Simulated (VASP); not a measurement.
# Ti12H (a cell with a defect) in VASP: single point with PBEsol

Aim: the single point of Ti12H (a cell with a defect) with PBEsol.

Everything below comes from runs of VASP 6.6.1. Logs are shortened: lines on timing, memory, paths and dates and some standing lists are left out, and cuts for length are marked.

## (1) The cell of the first run

The cell holds a defect, 13 atoms: a = 5.900 Å, b = 8.850 Å, c = 4.685 Å, α = 90.00°, β = 90.00°, γ = 120.00°.

## (2) Single point, PBEsol

INCAR

```
  PREC = Accurate
  ENCUT = 520
  EDIFF = 1E-6
  ISMEAR = 0
  SIGMA = 0.1
  LREAL = False
  LASPH = True
  NELM = 100
  ALGO = Normal
  ISIF = 2
  LWAVE = False
  LCHARG = False
  GGA = PS
  NBANDS = 84
```

KPOINTS

```
regular mesh
0
Gamma
  4 3 5
```

POSCAR

```
Ti12H
1.0
    5.9000000000      0.0000000000      0.0000000000
   -4.4250000000      7.6643250000      0.0000000000
    0.0000000000      0.0000000000      4.6846000000
Ti H
12 1
Direct
    0.0003510100      0.0008332110      0.0044923793
    0.1643289594      0.2203274261      0.5008643214
    0.0029980966      0.3309958803      0.0011732058
    0.1757233165      0.5589045350      0.4999363873
    0.0024618157      0.6704437768     -0.0011356359
    0.1682128279      0.8904998157      0.4993100798
    0.4980430747     -0.0011552224      0.0019158519
    0.6631423221      0.2181992543      0.5017845707
    0.4916801817      0.3307003552      0.0008752081
    0.6629471424      0.5583159639      0.5004354694
    0.5017737437      0.6691017148      0.0007168168
    0.6654890524      0.8884068721      0.4970560987
    0.8319540099      0.4451703183      0.7518870341
```

Potentials or basis: VASP PAW PBE potentials, release 64 (Ti_sv, H).

The run is started by

```console
$ cat potpaw_PBE.64/Ti_sv/POTCAR potpaw_PBE.64/H/POTCAR > POTCAR
$ mpirun -np 1 vasp_std > vasp.out
```

OUTCAR:

```text
PREC = Accurate
   ENCUT = 520
   EDIFF = 1E-6
   ISMEAR = 0
   LREAL = False
   LASPH = True
   NELM = 100
   ISIF = 2
   GGA = PS

 ion  position               nearest neighbor table
   1  0.000  0.001  0.004-   2 2.87  12 2.87   6 2.88   2 2.90   9 2.91   3 2.91   6 2.92
   2  0.164  0.220  0.501-   1 2.87   3 2.88   9 2.88   9 2.88   3 2.88   1 2.90
   3  0.003  0.331  0.001-   2 2.88   2 2.88   9 2.88   8 2.91   1 2.91   4 2.92   8 2.92
   4  0.176  0.559  0.500-  11 2.87  10 2.88  11 2.88  12 2.90   5 2.91   3 2.92
   5  0.002  0.670  0.999-   6 2.88   6 2.89  10 2.91   4 2.91   7 2.92  10 2.92
   6  0.168  0.890  0.499-   7 2.88   1 2.88   5 2.88   5 2.89   7 2.90   8 2.91   1 2.92
   7  0.498  0.999  0.002-   6 2.88  12 2.88   8 2.88   8 2.88   6 2.90  12 2.91   5 2.92
   8  0.663  0.218  0.502-   7 2.88   7 2.88   6 2.91   9 2.91   3 2.91   3 2.92   9 2.92
   9  0.492  0.331  0.001-   2 2.88   2 2.88   3 2.88   1 2.91   8 2.91  10 2.92   8 2.92
  10  0.663  0.558  0.500-  11 2.88   4 2.88  11 2.88   5 2.91  12 2.91   9 2.92   5 2.92
  11  0.502  0.669  0.001-  12 2.87   4 2.87  10 2.88   4 2.88  10 2.88  12 2.90
  12  0.665  0.888  0.497-  11 2.87   1 2.87   7 2.88  11 2.90   4 2.90   7 2.91  10 2.91
  13  0.832  0.445  0.752-

  LATTYP: Found a simple monoclinic cell.
 ALAT       =     5.9000000000
 B/A-ratio  =     0.7940000000
 C/A-ratio  =     1.3228756849
 COS(beta)  =    -0.1889822323

  Lattice vectors:

 A1 = (   5.9000000000,   0.0000000000,   0.0000000000)
 A2 = (   0.0000000000,   0.0000000000,   4.6846000000)
 A3 = (  -1.4750000000,  -7.6643250000,   0.0000000000)

Analysis of symmetry for initial positions (statically):
=====================================================================
 Subroutine PRICEL returns:
 Original cell was already a primitive cell.

 Routine SETGRP: Setting up the symmetry group for a
 simple monoclinic supercell.

 Subroutine GETGRP returns: Found  1 space group operations
 (whereof  1 operations were pure point group operations)
 out of a pool of  4 trial point group operations.

The static configuration has the point symmetry C_1 .

Analysis of symmetry for dynamics (positions and initial velocities):
=====================================================================
 Subroutine PRICEL returns:
 Original cell was already a primitive cell.

 Routine SETGRP: Setting up the symmetry group for a
 simple monoclinic supercell.

 Subroutine GETGRP returns: Found  1 space group operations
[... 139 lines left out ...]
   EFERMI =   0.00;   METHOD = LEGACY
   ISMEAR =     0;   SIGMA  =   0.10  broadening in eV -4-tet -1-fermi 0-gaus
   EFERMI_NEDOS =   21; number of points for ismear=-14 and -15
   IALGO  =     38    algorithm
   IMIX   =      4    mixing-type and parameters
     AMIX     =   0.40;   BMIX     =  1.00
     AMIX_MAG =   1.60;   BMIX_MAG =  1.00
  volume/ion in A,a.u.               =      16.30       109.96
  Fermi-wavevector in a.u.,A,eV,Ry     =   1.442773  2.726446 28.321806  2.081594
  Thomas-Fermi vector in A             =   2.561256
   LORBIT       =      0    0 simple, 1 ext, 2 COOP (PROOUT), +10 PAW based schemes
   GGA     = PS    functional components
   LHFCALC =     F    Hartree Fock is set to
   AEXX    =    0.0000 exact exchange contribution
   IVDW    =     0    specifies the selected vdW correction
   LEPSILON=     F    determine dielectric tensor
   LRPA    =     F    only Hartree local field effects (RPA)
 non-spin polarized calculation
 Gauss-broadening in eV      SIGMA  =   0.10
  energy-cutoff  :      520.00
  volume of cell :      211.84
 maximum number of plane-waves:      5724
 NGX is ok and might be reduce to    48
   NGX = 21   NGY = 33   NGZ = 17

 number of electron     144.9999998 magnetization

 Free energy of the ion-electron system (eV)
  ---------------------------------------------------
  ext. energy  EPLUGINS =         0.00000000
  ---------------------------------------------------
  free energy    TOTEN  =      -103.79194108 eV

  energy without entropy =     -103.71091593  energy(sigma->0) =     -103.75142851

 E-fermi :   8.1409     XC(G=0): -11.6144

 val. band max:        8.1396293801   @ k =   0.2500  -0.3333   0.4000
 cond. band min:       8.1510818724   @ k =   0.2500   0.0000   0.2000
 fundamental gap:      0.0114524923
 Fermi energy:         8.1409157310

 k-point     1 :       0.0000    0.0000    0.0000
  band No.  band energies     occupation
      1     -48.5292      2.00000
      2     -48.4639      2.00000
      3     -48.4354      2.00000
      4     -48.4344      2.00000
      5     -48.4219      2.00000
      6     -48.4149      2.00000
[... 2077 lines left out ...]
     83       8.9687      0.00000
     84       9.0548      0.00000

 [... further k-points ...]

------------------------ aborting loop because EDIFF is reached ----------------------------------------

  FORCE on cell =-STRESS in cart. coord.  units (eV):
  Direction    XX          YY          ZZ          XY          YZ          ZX
  --------------------------------------------------------------------------------------
  -------------------------------------------------------------------------------------
  Total       -6.9137751     -6.6970293     -7.2311960      0.1196693     -0.0038814      0.0165525
  in kB      -52.2910539    -50.6517368    -54.6918077      0.9050966     -0.0293560      0.1251920
  external PRESSURE =     -52.5448661 kB  Pullay stress =       0.0000000 kB

 VOLUME and BASIS-vectors are now :
 -----------------------------------------------------------------------------
  energy-cutoff  :      520.00
  volume of cell :      211.84
      direct lattice vectors                 reciprocal lattice vectors
     5.900000000  0.000000000  0.000000000     0.169491525  0.097855976  0.000000000
    -4.425000000  7.664325000  0.000000000     0.000000000  0.130474634  0.000000000
     0.000000000  0.000000000  4.684600000     0.000000000  0.000000000  0.213465397

 POSITION                                       TOTAL-FORCE (eV/Angst)
 -----------------------------------------------------------------------------------
     -0.00162      0.00639      0.02105        -0.006073     -0.006559      0.019883
     -0.00541      1.68866      2.34635        -0.001838      0.002582     -0.005182
     -1.44697      2.53686      0.00550         0.003458     -0.003467      0.002526
     -1.43639      4.28363      2.34200        -0.013808      0.000199      0.003119
     -2.95219      5.13850      4.67928        -0.003027      0.019636      0.011466
     -2.94801      6.82508      2.33907        -0.014381     -0.014513     -0.014935
     -1.48143      7.65547      0.00897         0.006879      0.005490      0.011594
      2.94701      1.67235      2.35066         0.003332      0.017549      0.005668
      1.43756      2.53459      0.00410        -0.027453     -0.017737      0.015308
      1.44084      4.27912      2.34434         0.003395      0.008647     -0.011546
     -0.00031      5.12821      0.00336         0.009411     -0.006040     -0.000588
     -0.00481      6.80904      2.32851         0.017234      0.008399     -0.018861
      2.93865      3.41193      3.52229         0.022872     -0.014185     -0.018452
 -----------------------------------------------------------------------------------
    total drift:                               -0.000541      0.000087      0.000446

  FREE ENERGIE OF THE ION-ELECTRON SYSTEM (eV)
  ---------------------------------------------------
  free  energy   TOTEN  =      -103.7919410849 eV

  energy  without entropy=     -103.7109159308  energy(sigma->0) =     -103.75142851
```

stdout:

```text
POSCAR found type information on POSCAR TiH
 POSCAR found :  2 types and      13 ions
 scaLAPACK will be used
 -----------------------------------------------------------------------------
|                                                                             |
|                                                                             |
|     You enforced a specific xc type in the INCAR file but a different       |
|     I HOPE YOU KNOW WHAT YOU ARE DOING!                                     |
|                                                                             |
 -----------------------------------------------------------------------------

 LDA part: xc-table for (Slater+PW92), standard interpolation
 POSCAR, INCAR and KPOINTS ok, starting setup
 FFT: planning ... GRIDC
 FFT: planning ... GRID_SOFT
 FFT: planning ... GRID
 WAVECAR not read
 entering main loop
```

Wall time 9.6 min (1 thread of Intel Xeon 6975P-C (Granite Rapids), shared host); peak memory 0.56 GiB.

Results:

```yaml
Free_energy: -103.7919 eV
Pressure: -5.3 GPa
Largest_force: 0.036 eV/Å
Band_gap_on_the_k_mesh: zero (an odd number of electrons rules out a gap without spin polarisation)
```

Forces in eV/Å, atoms in the order of the input:
```
Ti  -0.006 -0.007  0.020
Ti  -0.002  0.003 -0.005
Ti   0.003 -0.003  0.003
Ti  -0.014  0.000  0.003
Ti  -0.003  0.020  0.011
Ti  -0.014 -0.015 -0.015
Ti   0.007  0.005  0.012
Ti   0.003  0.018  0.006
Ti  -0.027 -0.018  0.015
Ti   0.003  0.009 -0.012
Ti   0.009 -0.006 -0.001
Ti   0.017  0.008 -0.019
H    0.023 -0.014 -0.018
```

Caveat: the PAW data sets were made with another functional, which shifts forces and pressure a little.
